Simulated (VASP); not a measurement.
# BaTiO3 (Amm2) in VASP: single point with r2SCAN+U

Aim: the single point of BaTiO3 with r2SCAN+U.

All numbers are computed with VASP 6.6.1; they aren't measurements. Logs are shortened: lines on timing, memory, paths and dates and some standing lists are left out, and cuts for length are marked.

## Step 1: The cell of the first run

It takes space group Amm2 (No. 38, orthorhombic). Conventional cell: a = 4.036 Å, b = 5.750 Å, c = 5.770 Å, α = 90.00°, β = 90.00°, γ = 90.00°. Within 3.7 Å of Ba (site symmetry mm2) lie 12 O at 2.82 to 2.95 Å and 8 Ti at 3.45 to 3.59 Å. Within 2.6 Å of Ti (site symmetry mm2) lie 6 O at 1.95 to 2.13 Å. O (site symmetry mm2) has 2 Ti at 2.02 Å within 2.7 Å. O (site symmetry m) has 2 Ti at 1.95 to 2.13 Å within 2.6 Å.

## Step 2: Single point, r2SCAN+U, collinear spin, zero start

File POSCAR:

```
BaTiO3
1.0
   -4.0363096900     -2.8751836700      2.8850194300
    0.0000000000      0.0000000000      5.7700388600
   -4.0363096900      2.8751836700      2.8850194300
Ba Ti O
2 2 6
Direct
    0.0000000000      0.0000000000      0.0000000000
    0.5000000000      0.5000000000      0.5000000000
    0.2500000000      0.2643000000      0.2500000000
    0.7500000000      0.7643000000      0.7500000000
    0.0000000000      0.4890000000      0.0000000000
    0.5000000000      0.9890000000      0.5000000000
    0.4939000000      0.4983300000      0.0061000000
    0.9939000000      0.9983300000      0.5061000000
    0.0061000000      0.4983300000      0.4939000000
    0.5061000000      0.9983300000      0.9939000000
```

File INCAR.step1:

```
SYSTEM = BaTiO3
PREC = Accurate ; ENCUT = 520
ISMEAR = 0 ; SIGMA = 0.1822
LREAL = .False. ; LASPH = .True.
NELM = 150 ; ISPIN = 2
MAGMOM = 0 0 0 0 0 0 0 0 0 0 ; LMAXMIX = 4
LDAU = .True. ; LDAUTYPE = 2
LDAUL = -1 2 -1 ; LDAUU = 0 5.73 0
LDAUJ = 0 0 0 ; NBANDS = 55
GGA = PE ; ALGO = Normal
EDIFF = 1E-4 ; LWAVE = .True.
LCHARG = .False.
```

File INCAR.step2:

```
SYSTEM = BaTiO3
PREC = Accurate ; ENCUT = 520
EDIFF = 1E-7 ; ISMEAR = 0
SIGMA = 0.1822 ; LREAL = .False.
LASPH = .True. ; NELM = 150
ALGO = Normal ; ISIF = 2
LWAVE = .False. ; LCHARG = .True.
ISPIN = 2 ; MAGMOM = 0 0 0 0 0 0 0 0 0 0
LORBIT = 11 ; LMAXMIX = 4
LDAU = .True. ; LDAUTYPE = 2
LDAUL = -1 2 -1 ; LDAUU = 0 5.73 0
LDAUJ = 0 0 0 ; LDAUPRINT = 1
METAGGA = R2SCAN ; LMIXTAU = .True.
LELF = .True. ; LVHAR = .True.
NBANDS = 55 ; ISTART = 1
```

File KPOINTS:

```
regular mesh
0
Gamma
  4 4 4
  0 0 0
```

Potentials or basis: VASP PAW PBE potentials, release 64 (Ba_sv, Ti_sv, O).

Command:

```
> cat potpaw_PBE.64/Ba_sv/POTCAR potpaw_PBE.64/Ti_sv/POTCAR potpaw_PBE.64/O/POTCAR > POTCAR
> cp INCAR.step1 INCAR
> mpirun -np 1 vasp_std > vasp.out
> cp INCAR.step2 INCAR
> mpirun -np 1 vasp_std > vasp.out
```

OUTCAR:

```text
SYSTEM = BaTiO3
   PREC = Accurate
   ENCUT = 520
   EDIFF = 1E-7
   ISMEAR = 0
   LREAL = .False.
   LASPH = .True.
   NELM = 150
   ISIF = 2
   ISPIN = 2
   LORBIT = 11
   METAGGA = R2SCAN
   ISTART = 1

 ion  position               nearest neighbor table
   1  0.000  0.000  0.000-   5 2.82   8 2.85  10 2.85   7 2.85   9 2.85   6 2.88   6 2.88  10 2.88
                             8 2.88   9 2.88   7 2.88   5 2.95   3 3.45   4 3.45   3 3.51   3 3.51
   2  0.500  0.500  0.500-   6 2.82   7 2.85   9 2.85   8 2.85  10 2.85   5 2.88   5 2.88   9 2.88
                             7 2.88  10 2.88   8 2.88   6 2.95   4 3.45   3 3.45   4 3.51   4 3.51
   3  0.250  0.264  0.250-   7 1.95   9 1.95   5 2.02   6 2.02   8 2.13  10 2.13   1 3.45   2 3.45
                             1 3.51   1 3.51   2 3.51   2 3.51   2 3.59   1 3.59
   4  0.750  0.764  0.750-   8 1.95  10 1.95   5 2.02   6 2.02   9 2.13   7 2.13   2 3.45   1 3.45
                             2 3.51   2 3.51   1 3.51   1 3.51   1 3.59   2 3.59
   5  0.000  0.489  0.000-   3 2.02   4 2.02   1 2.82   2 2.88   2 2.88   1 2.95
   6  0.500  0.989  0.500-   3 2.02   4 2.02   2 2.82   1 2.88   1 2.88   2 2.95
   7  0.494  0.498  0.006-   3 1.95   4 2.13   1 2.85   2 2.85   1 2.88   2 2.88
   8  0.994  0.998  0.506-   4 1.95   3 2.13   2 2.85   1 2.85   2 2.88   1 2.88
   9  0.006  0.498  0.494-   3 1.95   4 2.13   1 2.85   2 2.85   1 2.88   2 2.88
  10  0.506  0.998  0.994-   4 1.95   3 2.13   2 2.85   1 2.85   2 2.88   1 2.88

  LATTYP: Found a body centered orthorhombic cell.
 ALAT       =     5.7503673400
 B/A-ratio  =     1.0034209154
 C/A-ratio  =     1.4038441203

  Lattice vectors:

 A1 = (   4.0363096900,  -2.8751836700,   2.8850194300)
 A2 = (   4.0363096900,   2.8751836700,  -2.8850194300)
 A3 = (  -4.0363096900,   2.8751836700,   2.8850194300)

Analysis of symmetry for initial positions (statically):
=====================================================================
 Subroutine PRICEL returns following result:

  LATTYP: Found a base centered orthorhombic cell.
 ALAT       =     5.7503673400
 B/A-ratio  =     1.0034209154
 C/A-ratio  =     0.7019220602
[... 12 lines left out ...]
 Subroutine GETGRP returns: Found  4 space group operations
 (whereof  4 operations were pure point group operations)
 out of a pool of  8 trial point group operations.

The static configuration has the point symmetry C_2v.

Analysis of symmetry for dynamics (positions and initial velocities):
=====================================================================
 Subroutine PRICEL returns following result:

  LATTYP: Found a base centered orthorhombic cell.
 ALAT       =     5.7503673400
 B/A-ratio  =     1.0034209154
 C/A-ratio  =     0.7019220602
[... 12 lines left out ...]
 Subroutine GETGRP returns: Found  4 space group operations
 (whereof  4 operations were pure point group operations)
 out of a pool of  8 trial point group operations.

The dynamic configuration has the point symmetry C_2v.

Analysis of structural, dynamic, and magnetic symmetry:
=====================================================================
 Subroutine PRICEL returns following result:

  LATTYP: Found a base centered orthorhombic cell.
 ALAT       =     5.7503673400
 B/A-ratio  =     1.0034209154
 C/A-ratio  =     0.7019220602
[... 12 lines left out ...]
 Subroutine GETGRP returns: Found  4 space group operations
 (whereof  4 operations were pure point group operations)
 out of a pool of  8 trial point group operations.

The overall configuration has the point symmetry C_2v.

 Subroutine INISYM returns: Found  4 space group operations
 (whereof  4 operations are pure point group operations),
 and found     2 'primitive' translations

----------------------------------------------------------------------------------------

                                     Primitive cell

  volume of cell :      66.9621

  direct lattice vectors                    reciprocal lattice vectors
     0.000000000 -2.875183670 -2.885019430     0.000000000 -0.173901934 -0.173309058
     0.000000000 -2.875183670  2.885019430     0.000000000 -0.173901934  0.173309058
    -4.036309690  0.000000000  0.000000000    -0.247751059  0.000000000  0.000000000

  length of vectors
     4.073084611  4.073084611  4.036309690     0.245515605  0.245515605  0.247751059

  position of ions in fractional coordinates (direct lattice)
     0.000000000  0.000000000  0.000000000
     0.485700000  0.514300000  0.500000000
     0.511000000  0.489000000  0.000000000
     0.495570000  0.992230000  0.500000000
     0.007770000  0.504430000  0.500000000

[... 144 lines left out ...]
  o =  0.0885  v =  0.0000  0.0000 -0.0000 -1.0000 -0.0000  0.0000  0.0000  0.0000  0.0000  0.0000      0.0000  0.0000  0.0000  0.0000  0.0000  0.0000  0.0000  0.0000  0.0000  0.0000
  o =  0.2227  v =  0.0000  0.0000  0.0000  0.0000  0.0000  0.0000 -0.0000  0.4850  0.0000 -0.8745      0.0000  0.0000  0.0000  0.0000  0.0000  0.0000  0.0000  0.0000  0.0000  0.0000
  o =  0.2227  v =  0.0000 -0.0000  0.4850  0.0000 -0.8745  0.0000  0.0000  0.0000  0.0000  0.0000      0.0000  0.0000  0.0000  0.0000  0.0000  0.0000  0.0000  0.0000  0.0000  0.0000
  o =  0.2254  v =  0.0000  0.0000  0.0000  0.0000  0.0000  0.0000  1.0000  0.0000 -0.0000 -0.0000      0.0000  0.0000  0.0000  0.0000  0.0000  0.0000  0.0000  0.0000  0.0000  0.0000
  o =  0.2254  v =  0.0000  1.0000  0.0000  0.0000 -0.0000  0.0000  0.0000  0.0000  0.0000  0.0000      0.0000  0.0000  0.0000  0.0000  0.0000  0.0000  0.0000  0.0000  0.0000  0.0000

atom =   4  type =  2  l = 2

 onsite density matrix

spin component  1

  0.0877 -0.0000  0.0000  0.0000 -0.0000
 -0.0000  0.2254 -0.0000  0.0000 -0.0000
  0.0000 -0.0000  0.1200  0.0000 -0.0570
  0.0000  0.0000  0.0000  0.0885  0.0000
 -0.0000 -0.0000 -0.0570  0.0000  0.1911

spin component  2

  0.0877 -0.0000  0.0000  0.0000 -0.0000
 -0.0000  0.2254 -0.0000  0.0000 -0.0000
  0.0000 -0.0000  0.1200  0.0000 -0.0570
  0.0000  0.0000  0.0000  0.0885  0.0000
 -0.0000 -0.0000 -0.0570  0.0000  0.1911

 occupancies and eigenvectors

  o =  0.0877  v =  0.0000  0.0000  0.0000  0.0000  0.0000  1.0000  0.0000  0.0000  0.0000  0.0000      0.0000  0.0000  0.0000  0.0000  0.0000  0.0000  0.0000  0.0000  0.0000  0.0000
  o =  0.0877  v =  1.0000  0.0000  0.0000  0.0000  0.0000  0.0000  0.0000  0.0000  0.0000  0.0000      0.0000  0.0000  0.0000  0.0000  0.0000  0.0000  0.0000  0.0000  0.0000  0.0000
  o =  0.0884  v =  0.0000  0.0000  0.0000  0.0000  0.0000  0.0000  0.0000  0.8745  0.0000  0.4850      0.0000  0.0000  0.0000  0.0000  0.0000  0.0000  0.0000  0.0000  0.0000  0.0000
  o =  0.0884  v =  0.0000 -0.0000  0.8745 -0.0000  0.4850  0.0000  0.0000  0.0000  0.0000  0.0000      0.0000  0.0000  0.0000  0.0000  0.0000  0.0000  0.0000  0.0000  0.0000  0.0000
  o =  0.0885  v =  0.0000  0.0000  0.0000  0.0000  0.0000  0.0000  0.0000  0.0000 -1.0000  0.0000      0.0000  0.0000  0.0000  0.0000  0.0000  0.0000  0.0000  0.0000  0.0000  0.0000
  o =  0.0885  v =  0.0000  0.0000 -0.0000 -1.0000 -0.0000  0.0000  0.0000  0.0000  0.0000  0.0000      0.0000  0.0000  0.0000  0.0000  0.0000  0.0000  0.0000  0.0000  0.0000  0.0000
  o =  0.2227  v =  0.0000  0.0000  0.0000  0.0000  0.0000  0.0000  0.0000  0.4850  0.0000 -0.8745      0.0000  0.0000  0.0000  0.0000  0.0000  0.0000  0.0000  0.0000  0.0000  0.0000
  o =  0.2227  v =  0.0000 -0.0000  0.4850  0.0000 -0.8745  0.0000  0.0000  0.0000  0.0000  0.0000      0.0000  0.0000  0.0000  0.0000  0.0000  0.0000  0.0000  0.0000  0.0000  0.0000
  o =  0.2254  v =  0.0000  0.0000  0.0000  0.0000  0.0000  0.0000  1.0000 -0.0000  0.0000  0.0000      0.0000  0.0000  0.0000  0.0000  0.0000  0.0000  0.0000  0.0000  0.0000  0.0000
  o =  0.2254  v =  0.0000  1.0000  0.0000  0.0000 -0.0000  0.0000  0.0000  0.0000  0.0000  0.0000      0.0000  0.0000  0.0000  0.0000  0.0000  0.0000  0.0000  0.0000  0.0000  0.0000

 number of electron      80.0000000 magnetization      -0.0000000

 Free energy of the ion-electron system (eV)
  ---------------------------------------------------
  ext. energy  EPLUGINS =         0.00000000
  ---------------------------------------------------
  free energy    TOTEN  =      -141.20496027 eV

  energy without entropy =     -141.20496027  energy(sigma->0) =     -141.20496027

 E-fermi :   4.2418     XC(G=0): -11.6784

 val. band max:        3.3953125203   @ k =   0.0000   0.0000   0.0000
 cond. band min:       6.3084798627   @ k =   0.0000   0.0000   0.0000
 fundamental gap:      2.9131673424
 Fermi energy:         4.2418306885

 spin component 1

 k-point     1 :       0.0000    0.0000    0.0000
  band No.  band energies     occupation
      1     -57.1531      1.00000
      2     -57.1508      1.00000
      3     -32.2626      1.00000
      4     -32.2606      1.00000
      5     -32.2497      1.00000
      6     -32.2299      1.00000
[... 979 lines left out ...]
     51      11.0486      0.00000
     52      11.3999      0.00000
 Fermi energy:         4.2418306885

 spin component 2

 k-point     1 :       0.0000    0.0000    0.0000
  band No.  band energies     occupation
      1     -57.1531      1.00000
      2     -57.1508      1.00000
      3     -32.2626      1.00000
      4     -32.2606      1.00000
      5     -32.2497      1.00000
      6     -32.2299      1.00000
[... 979 lines left out ...]
     51      11.0486      0.00000
     52      11.3999      0.00000
 [bands above 52 left out]

------------------------ aborting loop because EDIFF is reached ----------------------------------------

  FORCE on cell =-STRESS in cart. coord.  units (eV):
  Direction    XX          YY          ZZ          XY          YZ          ZX
  --------------------------------------------------------------------------------------
  -------------------------------------------------------------------------------------
  Total       -0.9759262     -0.8442624     -1.4584838      0.0000000      0.0000000      0.0000000
  in kB      -11.6753195    -10.1001821    -17.4483105      0.0000000      0.0000000      0.0000000
  external PRESSURE =     -13.0746040 kB  Pullay stress =       0.0000000 kB

 VOLUME and BASIS-vectors are now :
 -----------------------------------------------------------------------------
  energy-cutoff  :      520.00
  volume of cell :      133.92
      direct lattice vectors                 reciprocal lattice vectors
    -4.036309690 -2.875183670  2.885019430    -0.123875529 -0.173901934  0.000000000
     0.000000000  0.000000000  5.770038860     0.123875529  0.000000000  0.173309058
    -4.036309690  2.875183670  2.885019430    -0.123875529  0.173901934  0.000000000

 POSITION                                       TOTAL-FORCE (eV/Angst)
 -----------------------------------------------------------------------------------
      0.00000      0.00000      0.00000        -0.000000     -0.000000      0.225703
     -4.03631      0.00000      5.77004         0.000000     -0.000000      0.225703
     -2.01815      0.00000      2.96753         0.000000     -0.000000     -0.607387
     -6.05446      0.00000      8.73757        -0.000000     -0.000000     -0.607387
      0.00000      0.00000      2.82155         0.000000     -0.000000      0.276271
     -4.03631      0.00000      8.59159         0.000000     -0.000000      0.276271
     -2.01815     -1.40251      4.31789        -0.000000     -0.224985      0.052707
     -6.05446     -1.40251     10.08793        -0.000000     -0.224985      0.052707
     -2.01815      1.40251      4.31789        -0.000000      0.224985      0.052707
     -6.05446      1.40251     10.08793        -0.000000      0.224985      0.052707
 -----------------------------------------------------------------------------------
    total drift:                               -0.000003     -0.000000      0.003677

  FREE ENERGIE OF THE ION-ELECTRON SYSTEM (eV)
  ---------------------------------------------------
  free  energy   TOTEN  =      -141.2049602686 eV

  energy  without entropy=     -141.2049602686  energy(sigma->0) =     -141.20496027

 total charge

# of ion       s       p       d       tot
------------------------------------------
    1        2.016   5.663   0.285   7.965
    2        2.016   5.663   0.285   7.965
    3        2.212   6.266   1.402   9.880
    4        2.212   6.266   1.402   9.880
    5        1.563   3.507   0.000   5.070
    6        1.563   3.507   0.000   5.070
    7        1.564   3.505   0.000   5.069
    8        1.564   3.505   0.000   5.069
    9        1.564   3.505   0.000   5.069
   10        1.564   3.505   0.000   5.069
--------------------------------------------------
tot         17.839  44.891   3.376  66.106

 magnetization (x)

# of ion       s       p       d       tot
------------------------------------------
    1        0.000  -0.000   0.000  -0.000
    2        0.000  -0.000   0.000  -0.000
    3        0.000   0.000   0.000   0.000
    4        0.000   0.000   0.000   0.000
    5        0.000  -0.000   0.000  -0.000
    6        0.000  -0.000   0.000  -0.000
    7        0.000  -0.000   0.000  -0.000
    8        0.000  -0.000   0.000  -0.000
    9        0.000  -0.000   0.000  -0.000
   10        0.000  -0.000   0.000  -0.000
--------------------------------------------------
tot          0.000  -0.000   0.000   0.000
```

It took 32 min on 1 thread of Oxide Virtual Turin-like, shared host; peak memory 0.53 GiB.

What came out:

```yaml
Free_energy: -141.2050 eV
Pressure: -1.3 GPa
Largest_force: 0.607 eV/Å
Band_gap_on_the_k_mesh: 2.91 eV
Net_moment: 0.00 μB per cell
Valence_electrons_inside_the_program's_atomic_spheres: Ba 7.96; Ti 9.88; O 5.07
```

Forces in eV/Å, atoms in the order of the input:
```
Ba   0.000  0.000  0.226
Ba   0.000  0.000  0.226
Ti   0.000  0.000 -0.607
Ti   0.000  0.000 -0.607
O    0.000  0.000  0.276
O    0.000  0.000  0.276
O    0.000 -0.225  0.053
O    0.000 -0.225  0.053
O    0.000  0.225  0.053
O    0.000  0.225  0.053
```

Eigenvalues of the final occupation matrices:
```
    site  spin  trace               eigenvalues
site 3 d     1   0.71  0.09 0.09 0.09 0.22 0.23
site 3 d     2   0.71  0.09 0.09 0.09 0.22 0.23
site 4 d     1   0.71  0.09 0.09 0.09 0.22 0.23
site 4 d     2   0.71  0.09 0.09 0.09 0.22 0.23
```

Caveat: the PAW data sets were made with another functional, which shifts forces and pressure a little; spin-orbit coupling is left out, which moves the levels of the heavy elements. A k mesh can miss the band edges.
